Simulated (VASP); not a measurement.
Wanted: the native input for a VASP 6.6.1 run.

| Quantity | Value |
| --- | --- |
| Task | relaxation of cell and atoms |
| Functional | PBE |
| Dispersion | D4 |
| Potentials or basis | VASP PAW PBE potentials, release 64 (Pd, Pb_d, C) |
| Cutoff | 600 eV |
| k mesh | 6 × 6 × 6 |
| Occupations | fermi-dirac, width 0.1 eV |
| Spin | no spin polarisation |
| Dipole correction | no |
| Further INCAR settings | ALGO = Normal; EDIFF = 1e-06; IBRION = 2; EDIFFG = -0.02; NSW = 80; ISIF = 3 |

The structure of Pd3PbC lies in POSCAR:

```
Pd3PbC
1.0
    4.2989450000      0.0000000000      0.0000000000
    0.0000000000      4.2989450000      0.0000000000
    0.0000000000      0.0000000000      4.2989450000
Pd Pb C
3 1 1
Direct
    0.0000000000      0.5000000000      0.5000000000
    0.5000000000      0.5000000000      0.0000000000
    0.5000000000      0.0000000000      0.5000000000
    0.0000000000      0.0000000000      0.0000000000
    0.5000000000      0.5000000000      0.5000000000
```

These files were run (other wordings do the same):

INCAR

```
SYSTEM = Pd3PbC
  PREC = Accurate
  ENCUT = 600
  EDIFF = 1E-6
  ISMEAR = -1
  SIGMA = 0.1
  LREAL = .False.
  LASPH = .True.
  NELM = 100
  ALGO = Normal
  ISIF = 3
  LWAVE = .False.
  LCHARG = .False.
  GGA = PE
  IVDW = 13
  IBRION = 2
  NSW = 80
  EDIFFG = -0.02
```

KPOINTS

```
Automatic mesh
0
Gamma
  6 6 6
  0 0 0
```

Potentials or basis: VASP PAW PBE potentials, release 64 (Pd, Pb_d, C).

Run with:

```console
$ cat potpaw_PBE.64/Pd/POTCAR potpaw_PBE.64/Pb_d/POTCAR potpaw_PBE.64/C/POTCAR > POTCAR
$ mpirun -np 1 vasp_std > vasp.out
```

It gave:

```json
{
 "Relaxed volume": "15.30 Å³/atom",
 "Relaxed cell": "a = 4.245 Å, b = 4.245 Å, c = 4.245 Å, α = 90.00°, β = 90.00°, γ = 90.00°",
 "Space group after relaxing (to 0.05 Å)": "Pm-3m (No. 221)",
 "Energy gained by relaxing": "10.5 meV/atom",
 "Ionic steps": "3",
 "Pressure after relaxing": "0.0 GPa",
 "Band gap on the k mesh": "zero (band 24 reaches 9.66 eV, above the bottom of band 25 at 8.63 eV)",
 "Dispersion energy per atom": "-0.450 eV"
}
```

Caveat: spin-orbit coupling is left out, which moves the levels of the heavy elements; pairwise dispersion overbinds metals, which lowers pressure and volume.

Run time: 120 s on 1 thread of Intel(R) Xeon(R) Platinum 8259CL CPU @ 2.50GHz (Skylake/Cascade Lake) (shared host), peak memory 0.25 GiB.
